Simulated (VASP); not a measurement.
# C in VASP: notebook

C is run at these levels: PBEsol; tasks: single point.

Program: VASP 6.6.1. These are calculated values, not measurements. Logs are shortened: lines on timing, memory, paths and dates and some standing lists are left out, and cuts for length are marked.

**1. The cell of the first run**

It takes space group C2/m (No. 12, monoclinic). Conventional cell: a = 4.483 Å, b = 2.582 Å, c = 2.377 Å, α = 90.00°, β = 121.39°, γ = 90.00°. Within 2.0 Å of C (site symmetry m) lie 4 C at 1.48 to 1.71 Å.

**2. Single point, PBEsol (strained and its atoms moved)**

Input file INCAR:

```
PREC = Accurate
ENCUT = 520
EDIFF = 1E-6
ISMEAR = 0
SIGMA = 0.02
LREAL = False
LASPH = True
NELM = 80
ALGO = Normal
ISIF = 2
LWAVE = False
LCHARG = True
GGA = PS
LELF = True
LVHAR = True
NBANDS = 11
```

Input file KPOINTS:

```
regular mesh
0
Gamma
  12 12 12
```

Input file POSCAR:

```
C
1.0
   -0.0652367720      1.9207218000      1.7602158000
    1.6810328400      0.0139461880      1.6810328400
    1.7602158000      1.9207218000     -0.0652367720
C
2
Direct
    0.4861641294      0.5483207882      0.4861641294
    0.7638358706      0.7016792118      0.7638358706
```

Potentials or basis: VASP PAW PBE potentials, release 64 (C).

Run with:

```
$ cat potpaw_PBE.64/C/POTCAR > POTCAR
$ mpirun -np 1 vasp_std > vasp.out
```

OUTCAR:

```text
PREC = Accurate
   ENCUT = 520
   EDIFF = 1E-6
   ISMEAR = 0
   LREAL = False
   LASPH = True
   NELM = 80
   ISIF = 2
   GGA = PS

 ion  position               nearest neighbor table
   1  0.486  0.548  0.486-   2 1.48   2 1.56   2 1.56   2 1.71
   2  0.764  0.702  0.764-   1 1.48   1 1.56   1 1.56   1 1.71

  LATTYP: Found a base centered monoclinic cell.
 ALAT       =     4.4834728446
 B/A-ratio  =     0.5757991348
 C/A-ratio  =     0.5302542091
 COS(beta)  =    -0.5208473464

  Lattice vectors:

 A1 = (   0.0791829600,   1.9067756120,  -1.7462696120)
 A2 = (  -1.7462696120,   1.9067756120,   0.0791829600)
 A3 = (   1.6810328400,   0.0139461880,   1.6810328400)

Analysis of symmetry for initial positions (statically):
=====================================================================
 Subroutine PRICEL returns:
 Original cell was already a primitive cell.

 Routine SETGRP: Setting up the symmetry group for a
 base centered monoclinic supercell.

 Subroutine GETGRP returns: Found  4 space group operations
 (whereof  2 operations were pure point group operations)
 out of a pool of  4 trial point group operations.

The static configuration has the point symmetry C_1h.
 The point group associated with its full space group is C_2h.

Analysis of symmetry for dynamics (positions and initial velocities):
=====================================================================
 Subroutine PRICEL returns:
 Original cell was already a primitive cell.

 Routine SETGRP: Setting up the symmetry group for a
 base centered monoclinic supercell.

 Subroutine GETGRP returns: Found  4 space group operations
 (whereof  2 operations were pure point group operations)
 out of a pool of  4 trial point group operations.

The dynamic configuration has the point symmetry C_1h.
 The point group associated with its full space group is C_2h.

 Subroutine INISYM returns: Found  4 space group operations
 (whereof  2 operations are pure point group operations),
 and found     1 'primitive' translations

----------------------------------------------------------------------------------------

                                     Primitive cell

  volume of cell :      11.7449

  direct lattice vectors                    reciprocal lattice vectors
    -0.065236772  1.920721800  1.760215800    -0.274988475  0.261275220  0.272820883
     1.681032840  0.013946188  1.681032840     0.298528975 -0.263442812  0.298528975
     1.760215800  1.920721800 -0.065236772     0.272820883  0.261275220 -0.274988475

  length of vectors
     2.606105856  2.377380347  2.606105856     0.467241518  0.497635624  0.467241518

  position of ions in fractional coordinates (direct lattice)
     0.486164129  0.548320788  0.486164129
     0.763835871  0.701679212  0.763835871

  ion indices of the primitive-cell ions
   primitive index   ion index
                 1           1
                 2           2

----------------------------------------------------------------------------------------

 KPOINTS: regular mesh

Automatic generation of k-mesh.
 Grid dimensions read from file:
 generate k-points for:   12   12   12

 Generating k-lattice:

  Cartesian coordinates                     Fractional coordinates (reciprocal lattice)
    -0.022915706  0.021772935  0.022735074     0.083333333 -0.000000000  0.000000000
     0.024877415 -0.021953568  0.024877415     0.000000000  0.083333333  0.000000000
     0.022735074  0.021772935 -0.022915706     0.000000000 -0.000000000  0.083333333

  Length of vectors
     0.038936793  0.041469635  0.038936793

  Shift w.r.t. Gamma in fractional coordinates (k-lattice)
     0.000000000  0.000000000  0.000000000

 Subroutine IBZKPT returns following result:
 ===========================================

 Found    476 irreducible k-points:

 Following reciprocal coordinates:
            Coordinates               Weight
  0.000000  0.000000  0.000000      1.000000
  0.083333 -0.000000  0.000000      4.000000
  0.166667  0.000000  0.000000      4.000000
  0.250000 -0.000000 -0.000000      4.000000
  0.333333  0.000000 -0.000000      4.000000
  0.416667  0.000000  0.000000      4.000000
[... 16 lines left out ...]
  0.250000  0.166667  0.000000      4.000000
  0.333333  0.166667  0.000000      4.000000
 [... further k-points ...]
   k-points           NKPTS =    476   k-points in BZ     NKDIM =    476   number of bands    NBANDS=     11
   number of dos      NEDOS =    301   number of ions     NIONS =      2
   total plane-waves  NPLWV =   7200
   dimension x,y,z NGX =    20 NGY =   18 NGZ =   20
   dimension x,y,z NGXF=    40 NGYF=   36 NGZF=   40
   ions per type =               2
   NGX,Y,Z   is equivalent  to a cutoff of  12.76, 12.59, 12.76 a.u.
   NGXF,Y,Z  is equivalent  to a cutoff of  25.52, 25.17, 25.52 a.u.
 SYSTEM =  unknown system
   PREC   = accura    normal or accurate (medium, high low for compatibility)
   ISTART =      0    job   : 0-new  1-cont  2-samecut
   ICHARG =      2    charge: 1-file 2-atom 10-const
   ISPIN  =      1    spin polarized calculation?
   LNONCOLLINEAR =      F non collinear calculations
   LSORBIT =      F    spin-orbit coupling
   LASPH  =      T    aspherical Exc in radial PAW
   ENCUT  =  520.0 eV  38.22 Ry    6.18 a.u.   4.85  4.42  4.85*2*pi/ulx,y,z
   NELM   =     80;   NELMIN=  2; NELMDL= -5     # of ELM steps
   EDIFF  = 0.1E-05   stopping-criterion for ELM
   LREAL  =      F    real-space projection
   EDIFFG = 0.1E-04   stopping-criterion for IOM
   NSW    =      0    number of steps for IOM
   IBRION =     -1    ionic relax: 0-MD 1-quasi-New 2-CG
   NFREE  =      0    steps in history (QN), initial steepest desc. (CG)
   ISIF   =      2    stress and relaxation
   ISYM   =      2    0-nonsym 1-usesym 2-fastsym
   POTIM  = 0.5000    time-step for ionic-motion
   TEBEG  =    0.0;   TEEND  =   0.0 temperature during run
   PSTRESS=    0.0 pullay stress
   NELECT =       8.0000    total number of electrons
   NUPDOWN=      -1.0000    fix difference up-down
   EMIN   =  10.00;   EMAX   =-10.00  energy-range for DOS
   EFERMI =   0.00;   METHOD = LEGACY
   ISMEAR =     0;   SIGMA  =   0.02  broadening in eV -4-tet -1-fermi 0-gaus
   EFERMI_NEDOS =   21; number of points for ismear=-14 and -15
   IALGO  =     38    algorithm
   IMIX   =      4    mixing-type and parameters
     AMIX     =   0.40;   BMIX     =  1.00
     AMIX_MAG =   1.60;   BMIX_MAG =  1.00
  volume/ion in A,a.u.               =       5.87        39.63
  Fermi-wavevector in a.u.,A,eV,Ry     =   1.440418  2.721996 28.229437  2.074805
  Thomas-Fermi vector in A             =   2.559165
   LORBIT       =      0    0 simple, 1 ext, 2 COOP (PROOUT), +10 PAW based schemes
   GGA     = PS    functional components
   LHFCALC =     F    Hartree Fock is set to
   AEXX    =    0.0000 exact exchange contribution
   IVDW    =     0    specifies the selected vdW correction
   LEPSILON=     F    determine dielectric tensor
   LRPA    =     F    only Hartree local field effects (RPA)
 non-spin polarized calculation
 Gauss-broadening in eV      SIGMA  =   0.02
  energy-cutoff  :      520.00
  volume of cell :       11.74
 maximum number of plane-waves:       330
   NGX =  9   NGY =  9   NGZ =  9

 number of electron       7.9999999 magnetization

 Free energy of the ion-electron system (eV)
  ---------------------------------------------------
  ext. energy  EPLUGINS =         0.00000000
  ---------------------------------------------------
  free energy    TOTEN  =       -18.35445615 eV

  energy without entropy =      -18.35443533  energy(sigma->0) =      -18.35444574

 E-fermi :  12.1999     XC(G=0): -13.2928

 val. band max:       11.9838872127   @ k =   0.0833  -0.0000   0.0000
 cond. band min:      12.2094697431   @ k =   0.4167   0.4167   0.0000
 fundamental gap:      0.2255825303
 Fermi energy:        12.1999296130

 k-point     1 :       0.0000    0.0000    0.0000
  band No.  band energies     occupation
      1     -11.8392      2.00000
      2       7.2303      2.00000
      3       8.2031      2.00000
      4      12.7137      0.00000
      5      13.2515      0.00000
      6      14.3316      0.00000
      7      16.4982      0.00000
      8      21.5628      0.00000
      9      27.8876      0.00000
     10      32.3966      0.00000
     11      32.9016      0.00000

 k-point     2 :       0.0833   -0.0000    0.0000
  band No.  band energies     occupation
      1     -11.6619      2.00000
      2       6.6185      2.00000
      3       7.5184      2.00000
      4      11.9839      2.00000
      5      13.8221      0.00000
      6      14.9426      0.00000
      7      17.1534      0.00000
      8      21.7193      0.00000
      9      28.1186      0.00000
     10      30.6852      0.00000
     11      34.7263      0.00000

 k-point     3 :       0.1667    0.0000    0.0000
  band No.  band energies     occupation
      1     -11.1322      2.00000
      2       4.5487      2.00000
      3       6.7198      2.00000
      4      11.0740      2.00000
      5      14.6632      0.00000
      6      15.7684      0.00000
      7      18.5730      0.00000
      8      22.2328      0.00000
      9      28.6341      0.00000
     10      29.4681      0.00000
     11      34.0817      0.00000

 k-point     4 :       0.2500   -0.0000   -0.0000
  band No.  band energies     occupation
      1     -10.2589      2.00000
      2       1.9791      2.00000
      3       6.0209      2.00000
      4      10.3489      2.00000
      5      15.3220      0.00000
      6      16.2817      0.00000
      7      20.0636      0.00000
      8      23.0551      0.00000
      9      28.9938      0.00000
     10      29.1012      0.00000
     11      33.8151      0.00000
[... 239 lines left out ...]
 k-point    22 :       0.1667    0.1667   -0.0000
  band No.  band energies     occupation
      1     -10.7723      2.00000
      2       5.4274      2.00000
      3       6.0958      2.00000
      4       9.0712      2.00000
      5      13.3042      0.00000
      6      16.9299      0.00000
      7      19.4009      0.00000
      8      21.1238      0.00000
      9      28.8378      0.00000
     10      30.5602      0.00000
     11      34.3579      0.00000

 k-point    23 :       0.2500    0.1667    0.0000
  band No.  band energies     occupation
      1     -10.1238      2.00000
      2       3.7671      2.00000
      3       4.9355      2.00000
      4       8.9213      2.00000
      5      13.2989      0.00000
      6      17.6738      0.00000
      7      21.1380      0.00000
      8      21.3062      0.00000
      9      28.4506      0.00000
     10      30.7761      0.00000
     11      33.4922      0.00000

 k-point    24 :       0.3333    0.1667    0.0000
  band No.  band energies     occupation
      1      -9.1408      2.00000
      2       1.4191      2.00000
      3       4.3933      2.00000
      4       8.1777      2.00000
      5      13.8486      0.00000
      6      17.9987      0.00000
      7      21.8703      0.00000
      8      22.8479      0.00000
      9      28.4171      0.00000
     10      30.9154      0.00000
     11      33.0339      0.00000

 [... further k-points ...]
[... 5 lines left out ...]
  --------------------------------------------------------------------------------------
  -------------------------------------------------------------------------------------
  Total        1.0911808     -4.8384314      1.0911808     -0.1903924     -0.1903928      3.6556521
  in kB      148.8534046   -660.0345035    148.8534046    -25.9723806    -25.9724353    498.6856908
  external PRESSURE =    -120.7758981 kB  Pullay stress =       0.0000000 kB

 VOLUME and BASIS-vectors are now :
 -----------------------------------------------------------------------------
  energy-cutoff  :      520.00
  volume of cell :       11.74
      direct lattice vectors                 reciprocal lattice vectors
    -0.065236772  1.920721800  1.760215800    -0.274988475  0.261275220  0.272820883
     1.681032840  0.013946188  1.681032840     0.298528975 -0.263442812  0.298528975
     1.760215800  1.920721800 -0.065236772     0.272820883  0.261275220 -0.274988475

 POSITION                                       TOTAL-FORCE (eV/Angst)
 -----------------------------------------------------------------------------------
      1.74578      1.87522      1.74578        -3.175228      1.880731     -3.175228
      2.47423      2.94402      2.47423         3.175228     -1.880731      3.175228
 -----------------------------------------------------------------------------------
    total drift:                                0.000000     -0.000000      0.000000

  FREE ENERGIE OF THE ION-ELECTRON SYSTEM (eV)
  ---------------------------------------------------
  free  energy   TOTEN  =       -18.3544561476 eV

  energy  without entropy=      -18.3544353345  energy(sigma->0) =      -18.35444574
```

Run time: 62 s. Hardware: 1 thread of Intel Xeon 8259CL, shared host; peak memory 0.16 GiB.

Results:

| Property | Result |
| --- | --- |
| Free energy | -18.3545 eV |
| Pressure | -12.1 GPa |
| Largest force | 4.868 eV/Å |
| Band gap on the k mesh | zero (band 4 reaches 12.71 eV, above the bottom of band 5 at 12.21 eV) |

Forces in eV/Å, atoms in the order of the input:
```
C   -3.175  1.881 -3.175
C    3.175 -1.881  3.175
```

Levels at points of the mesh, in eV from the Fermi level:
| k point | band 1 | band 2 | band 3 | band 4 | band 5 | band 6 | band 7 | band 8 |
| --- | --- | --- | --- | --- | --- | --- | --- | --- |
| (0.00, 0.00, 0.00) | -24.04 | -4.97 | -4.00 | 0.51 | 1.05 | 2.13 | 4.30 | 9.36 |
| (0.50, 0.00, 0.00) | -18.81 | -16.38 | -7.23 | -2.77 | 3.47 | 4.46 | 9.88 | 12.68 |
| (0.00, 0.50, 0.00) | -18.07 | -14.98 | -7.29 | -5.47 | 3.56 | 4.00 | 5.21 | 10.06 |
| (0.50, 0.50, 0.00) | -15.31 | -14.74 | -9.94 | -8.70 | 0.29 | 0.82 | 12.81 | 13.86 |
| (0.50, 0.00, 0.50) | -16.49 | -16.35 | -9.48 | -6.41 | 0.85 | 3.58 | 13.63 | 14.09 |
| (0.50, 0.50, 0.50) | -17.68 | -16.43 | -6.37 | -4.87 | 1.47 | 6.07 | 7.93 | 12.26 |

Caveat: the cell differs from its parent crystal (strained and its atoms moved); the PAW data sets were made with another functional, which shifts forces and pressure a little.

(Continued in part 2 of 2.)
